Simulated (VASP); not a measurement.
# Se (P1) in VASP: a series of runs

Runs on Se. Level: PBEsol. Tasks: electric field gradients.

Program: VASP 6.6.1. These are calculated values, not measurements. Logs are shortened: lines on timing, memory, paths and dates and some standing lists are left out, and cuts for length are marked.

## Step 1: The cell of the first run

The typed cell holds 3 atoms: a = 4.355 Å, b = 4.374 Å, c = 4.950 Å, α = 90.21°, β = 90.57°, γ = 120.43°.

## Step 2: Electric field gradients, PBEsol (equal xy, yz and zx shear strains of -1 %)

Input file INCAR:

```
ALGO = Normal
EDIFF = 1E-8
ENCUT = 400
GGA = PS
GGA_COMPAT = False
ISIF = 2
ISMEAR = -1
LASPH = True
LCHARG = False
LEFG = True
LREAL = False
LWAVE = False
NBANDS = 16
NELM = 120
PREC = Accurate
SIGMA = 0.02
```

Input file KPOINTS:

```
k-points
0
Gamma
  8 8 6
```

Input file POSCAR:

```
Se
1.0
    4.3551696776     -0.0217758484     -0.0217758484
   -2.1964432767      3.7825755028     -0.0079705137
   -0.0247472500     -0.0247472500      4.9494500000
Se
3
Direct
    0.2170000000      0.0000000000      0.1666666667
    0.0000000000      0.2170000000      0.8333333333
    0.7830000000      0.7830000000      0.5000000000
```

Potentials or basis: VASP PAW PBE potentials, release 64 (Se).

On the command line:

```
> cat potpaw_PBE.64/Se/POTCAR > POTCAR
> mpirun -np 1 vasp_std > vasp.out
```

OUTCAR:

```text
EDIFF = 1E-8
   ENCUT = 400
   GGA = PS
   ISIF = 2
   ISMEAR = -1
   LASPH = True
   LREAL = False
   NELM = 120
   PREC = Accurate

 ion  position               nearest neighbor table
   1  0.217  0.000  0.167-   2 2.32   3 2.33
   2  0.000  0.217  0.833-   3 2.31   1 2.32
   3  0.783  0.783  0.500-   2 2.31   1 2.33

  LATTYP: Found a triclinic cell.
 ALAT       =     4.3364269348
 B/A-ratio  =     1.7320508076
 C/A-ratio  =     2.3214714916
 COS(alpha) =     0.0023942472
 COS(beta)  =     0.4412429933
 COS(gamma) =     0.8635100504

  Lattice vectors:

 A1 = (   2.1587264009,   3.7607996544,  -0.0297463621)
 A2 = (   6.5138960785,   3.7390238060,  -0.0515222105)
 A3 = (  -4.3681393034,   7.5898982556,  -4.9653910274)

Analysis of symmetry for initial positions (statically):
=====================================================================
 Subroutine PRICEL returns:
 Original cell was already a primitive cell.

 Routine SETGRP: Setting up the symmetry group for a
 triclinic supercell.

 Subroutine GETGRP returns: Found  1 space group operations
 (whereof  1 operations were pure point group operations)
 out of a pool of  2 trial point group operations.

The static configuration has the point symmetry C_1 .

Analysis of symmetry for dynamics (positions and initial velocities):
=====================================================================
 Subroutine PRICEL returns:
 Original cell was already a primitive cell.

 Routine SETGRP: Setting up the symmetry group for a
 triclinic supercell.

 Subroutine GETGRP returns: Found  1 space group operations
 (whereof  1 operations were pure point group operations)
 out of a pool of  2 trial point group operations.

The dynamic configuration has the point symmetry C_1 .

 Subroutine INISYM returns: Found  1 space group operations
 (whereof  1 operations are pure point group operations),
 and found     1 'primitive' translations

----------------------------------------------------------------------------------------

                                     Primitive cell

  volume of cell :      81.2952

  direct lattice vectors                    reciprocal lattice vectors
     4.355169678 -0.021775848 -0.021775848     0.230289916  0.133727203  0.001820086
    -2.196443277  3.782575503 -0.007970514     0.001332395  0.265146631  0.001332395
    -0.024747250 -0.024747250  4.949450000     0.001015341  0.001015341  0.202052805

  length of vectors
     4.355278555  4.374048929  4.949573735     0.266307572  0.265153326  0.202057907

  position of ions in fractional coordinates (direct lattice)
     0.217000000  1.000000000  0.166666667
     0.000000000  0.217000000  0.833333333
     0.783000000  0.783000000  0.500000000

  ion indices of the primitive-cell ions
   primitive index   ion index
                 1           1
                 2           2
                 3           3

----------------------------------------------------------------------------------------

 KPOINTS: k-points

Automatic generation of k-mesh.
 Grid dimensions read from file:
 generate k-points for:    8    8    6

 Generating k-lattice:

  Cartesian coordinates                     Fractional coordinates (reciprocal lattice)
     0.028786239  0.016715900  0.000227511     0.125000000  0.000000000  0.000000000
     0.000166549  0.033143329  0.000166549     0.000000000  0.125000000 -0.000000000
     0.000169223  0.000169223  0.033675467     0.000000000 -0.000000000  0.166666667

  Length of vectors
     0.033288446  0.033144166  0.033676318

  Shift w.r.t. Gamma in fractional coordinates (k-lattice)
     0.000000000  0.000000000  0.000000000

 Subroutine IBZKPT returns following result:
 ===========================================

 Found    196 irreducible k-points:

 Following reciprocal coordinates:
            Coordinates               Weight
  0.000000  0.000000  0.000000      1.000000
  0.125000  0.000000  0.000000      2.000000
  0.250000  0.000000  0.000000      2.000000
  0.375000 -0.000000  0.000000      2.000000
  0.500000  0.000000  0.000000      1.000000
  0.000000  0.125000 -0.000000      2.000000
[... 16 lines left out ...]
  0.125000  0.375000  0.000000      2.000000
  0.250000  0.375000  0.000000      2.000000
 [... further k-points ...]
   k-points           NKPTS =    196   k-points in BZ     NKDIM =    196   number of bands    NBANDS=     16
   number of dos      NEDOS =    301   number of ions     NIONS =      3
   total plane-waves  NPLWV =  26880
   dimension x,y,z NGX =    28 NGY =   30 NGZ =   32
   dimension x,y,z NGXF=    56 NGYF=   60 NGZF=   64
   ions per type =               3
   NGX,Y,Z   is equivalent  to a cutoff of  10.69, 11.40, 10.75 a.u.
   NGXF,Y,Z  is equivalent  to a cutoff of  21.38, 22.80, 21.50 a.u.
 SYSTEM =  unknown system
   PREC   = accura    normal or accurate (medium, high low for compatibility)
   ISTART =      0    job   : 0-new  1-cont  2-samecut
   ICHARG =      2    charge: 1-file 2-atom 10-const
   ISPIN  =      1    spin polarized calculation?
   LNONCOLLINEAR =      F non collinear calculations
   LSORBIT =      F    spin-orbit coupling
   LASPH  =      T    aspherical Exc in radial PAW
   ENCUT  =  400.0 eV  29.40 Ry    5.42 a.u.   7.10  7.13  8.07*2*pi/ulx,y,z
   NELM   =    120;   NELMIN=  2; NELMDL= -5     # of ELM steps
   EDIFF  = 0.1E-07   stopping-criterion for ELM
   LREAL  =      F    real-space projection
   EDIFFG = 0.1E-06   stopping-criterion for IOM
   NSW    =      0    number of steps for IOM
   IBRION =     -1    ionic relax: 0-MD 1-quasi-New 2-CG
   NFREE  =      0    steps in history (QN), initial steepest desc. (CG)
   ISIF   =      2    stress and relaxation
   ISYM   =      2    0-nonsym 1-usesym 2-fastsym
   POTIM  = 0.5000    time-step for ionic-motion
   TEBEG  =    0.0;   TEEND  =   0.0 temperature during run
   PSTRESS=    0.0 pullay stress
   NELECT =      18.0000    total number of electrons
   NUPDOWN=      -1.0000    fix difference up-down
   EMIN   =  10.00;   EMAX   =-10.00  energy-range for DOS
   EFERMI =   0.00;   METHOD = LEGACY
   ISMEAR =    -1;   SIGMA  =   0.02  broadening in eV -4-tet -1-fermi 0-gaus
   EFERMI_NEDOS =   21; number of points for ismear=-14 and -15
   IALGO  =     38    algorithm
   IMIX   =      4    mixing-type and parameters
     AMIX     =   0.40;   BMIX     =  1.00
     AMIX_MAG =   1.60;   BMIX_MAG =  1.00
  volume/ion in A,a.u.               =      27.10       182.87
  Fermi-wavevector in a.u.,A,eV,Ry     =   0.990400  1.871585 13.345849  0.980892
  Thomas-Fermi vector in A             =   2.122068
   LORBIT       =      0    0 simple, 1 ext, 2 COOP (PROOUT), +10 PAW based schemes
   GGA     = PS    functional components
   LHFCALC =     F    Hartree Fock is set to
   AEXX    =    0.0000 exact exchange contribution
   IVDW    =     0    specifies the selected vdW correction
   LEPSILON=     F    determine dielectric tensor
   LRPA    =     F    only Hartree local field effects (RPA)
 non-spin polarized calculation
  energy-cutoff  :      400.00
  volume of cell :       81.30
 maximum number of plane-waves:      1493
   NGX = 15   NGY = 15   NGZ = 17

 number of electron      17.9999998 magnetization

 Free energy of the ion-electron system (eV)
  ---------------------------------------------------
  ext. energy  EPLUGINS =         0.00000000
  ---------------------------------------------------
  free energy    TOTEN  =       -11.40292189 eV

  energy without entropy =      -11.40292189  energy(sigma->0) =      -11.40292189

 E-fermi :   3.0510     XC(G=0):  -9.0274

 val. band max:        2.6697293490   @ k =   0.0000   0.5000   0.5000
 cond. band min:       3.7016285149   @ k =   0.3750   0.3750   0.5000
 fundamental gap:      1.0318991659
 Fermi energy:         3.0510390452

 k-point     1 :       0.0000    0.0000    0.0000
  band No.  band energies     occupation
      1     -13.5228      2.00000
      2      -9.2235      2.00000
      3      -9.1738      2.00000
      4      -1.3745      2.00000
      5      -1.3451      2.00000
      6      -1.1577      2.00000
[... 8 lines left out ...]
     15       8.9107      0.00000
     16      10.9182      0.00000

 k-point     2 :       0.1250    0.0000    0.0000
  band No.  band energies     occupation
      1     -13.4662      2.00000
      2      -9.2690      2.00000
      3      -9.1669      2.00000
      4      -1.8404      2.00000
      5      -1.5623      2.00000
      6      -0.9889      2.00000
[... 8 lines left out ...]
     15       9.4294      0.00000
     16      10.9056      0.00000

 k-point     3 :       0.2500    0.0000    0.0000
  band No.  band energies     occupation
      1     -13.3200      2.00000
      2      -9.4055      2.00000
      3      -9.1428      2.00000
      4      -2.3845      2.00000
      5      -1.8878      2.00000
      6      -0.9875      2.00000
[... 8 lines left out ...]
     15      10.3794      0.00000
     16      11.3538      0.00000

 k-point     4 :       0.3750   -0.0000    0.0000
  band No.  band energies     occupation
      1     -13.1567      2.00000
      2      -9.5742      2.00000
      3      -9.1170      2.00000
      4      -2.6765      2.00000
      5      -2.1395      2.00000
      6      -0.9624      2.00000
[... 8 lines left out ...]
     15      11.3541      0.00000
     16      12.3436      0.00000
[... 324 lines left out ...]
 k-point    22 :       0.0000    0.3750   -0.0000
  band No.  band energies     occupation
      1     -13.1588      2.00000
      2      -9.5253      2.00000
      3      -9.1797      2.00000
      4      -2.7078      2.00000
      5      -2.1241      2.00000
      6      -0.9456      2.00000
[... 8 lines left out ...]
     15      11.3931      0.00000
     16      12.2072      0.00000

 k-point    23 :       0.1250    0.3750    0.0000
  band No.  band energies     occupation
      1     -13.0864      2.00000
      2      -9.5555      2.00000
      3      -9.2231      2.00000
      4      -2.7286      2.00000
      5      -2.3028      2.00000
      6      -0.7496      2.00000
[... 8 lines left out ...]
     15      11.7287      0.00000
     16      12.2413      0.00000

 k-point    24 :       0.2500    0.3750    0.0000
  band No.  band energies     occupation
      1     -13.0371      2.00000
      2      -9.4781      2.00000
      3      -9.3582      2.00000
      4      -2.6513      2.00000
      5      -2.4930      2.00000
      6      -0.4365      2.00000
[... 8 lines left out ...]
     15      10.8599      0.00000
     16      12.0805      0.00000

 [... further k-points ...]
[... 5 lines left out ...]
  --------------------------------------------------------------------------------------
  -------------------------------------------------------------------------------------
  Total        1.0295825      1.2803938      2.4232086     -0.0586355      0.2797005      0.1486009
  in kB       20.2911514     25.2341745     47.7569220     -1.1555959      5.5123750      2.9286471
  external PRESSURE =      31.0940827 kB  Pullay stress =       0.0000000 kB

 VOLUME and BASIS-vectors are now :
 -----------------------------------------------------------------------------
  energy-cutoff  :      400.00
  volume of cell :       81.30
      direct lattice vectors                 reciprocal lattice vectors
     4.355169678 -0.021775848 -0.021775848     0.230289916  0.133727203  0.001820086
    -2.196443277  3.782575503 -0.007970514     0.001332395  0.265146631  0.001332395
    -0.024747250 -0.024747250  4.949450000     0.001015341  0.001015341  0.202052805

 POSITION                                       TOTAL-FORCE (eV/Angst)
 -----------------------------------------------------------------------------------
      0.94095     -0.00885      0.82018         1.011350     -0.022590      0.086385
     -0.49725      0.80020      4.12281        -0.525218      0.991975      0.087203
      1.67791      2.93233      2.45143        -0.486132     -0.969385     -0.173588
 -----------------------------------------------------------------------------------
    total drift:                                0.000009     -0.000070      0.000020

  FREE ENERGIE OF THE ION-ELECTRON SYSTEM (eV)
  ---------------------------------------------------
  free  energy   TOTEN  =       -11.4029218913 eV

  energy  without entropy=      -11.4029218913  energy(sigma->0) =      -11.40292189

 Electric field gradients (V/A^2)
---------------------------------------------------------------------
 ion       V_xx      V_yy      V_zz      V_xy      V_xz      V_yz
---------------------------------------------------------------------
   1     149.976  -337.792   187.816    -5.662    -3.352  -314.592
   2    -215.051    19.756   195.295  -210.671   261.455   148.422
   3    -216.716    28.263   188.453   208.236  -272.207   150.871
---------------------------------------------------------------------

 Electric field gradients after diagonalization (V/A^2)
 (convention: |V_zz| > |V_xx| > |V_yy|)
----------------------------------------------------------------------
 ion       V_xx      V_yy      V_zz     asymmetry (V_yy - V_xx)/ V_zz
----------------------------------------------------------------------
   1     334.934   150.042  -484.976       0.381
   2     330.430   143.444  -473.875       0.395
   3     333.281   147.292  -480.572       0.387
----------------------------------------------------------------------

           NMR quadrupolar parameters

 Cq : quadrupolar parameter    Cq=e*Q*V_zz/h
 eta: asymmetry parameters     (V_yy - V_xx)/ V_zz
 Q  : nuclear electric quadrupole moment in mb (millibarn)
----------------------------------------------------------------------
 ion       Cq(MHz)       eta       Q (mb)
----------------------------------------------------------------------
   1      -1.173       0.381       1.000
   2      -1.146       0.395       1.000
   3      -1.162       0.387       1.000
----------------------------------------------------------------------
```

Run time: 4 min. Hardware: 1 thread of Intel Xeon 8259CL, shared host; peak memory 0.26 GiB.

What came out:

* Free energy: -11.4029 eV
* Pressure: 3.1 GPa
* Largest force: 1.126 eV/Å
* Band gap on the k mesh: 1.03 eV, indirect (least direct gap 1.11 eV)

Forces on the atoms (eV/Å):
```
Se   1.011 -0.023  0.086
Se  -0.525  0.992  0.087
Se  -0.486 -0.969 -0.174
```

Stress tensor (GPa, compression positive):
```
 2.03 -0.12  0.29
-0.12  2.52  0.55
 0.29  0.55  4.78
```

Electric field gradients, principal values (V/Å²):
| atom | least | middle | greatest (by size) |
| --- | --- | --- | --- |
| 1 Se | 150.042 | 334.934 | -484.976 |
| 2 Se | 143.444 | 330.430 | -473.875 |
| 3 Se | 147.292 | 333.281 | -480.572 |

Caveat: the cell differs from its parent crystal (equal xy, yz and zx shear strains of -1 %); without QUAD_EFG the Cq values of the log hold for a quadrupole moment of 1 mb, not for the nuclei; the PAW data sets were made with another functional, which shifts forces and pressure a little. A k mesh can miss the band edges.

(Continued in part 2 of 2.)
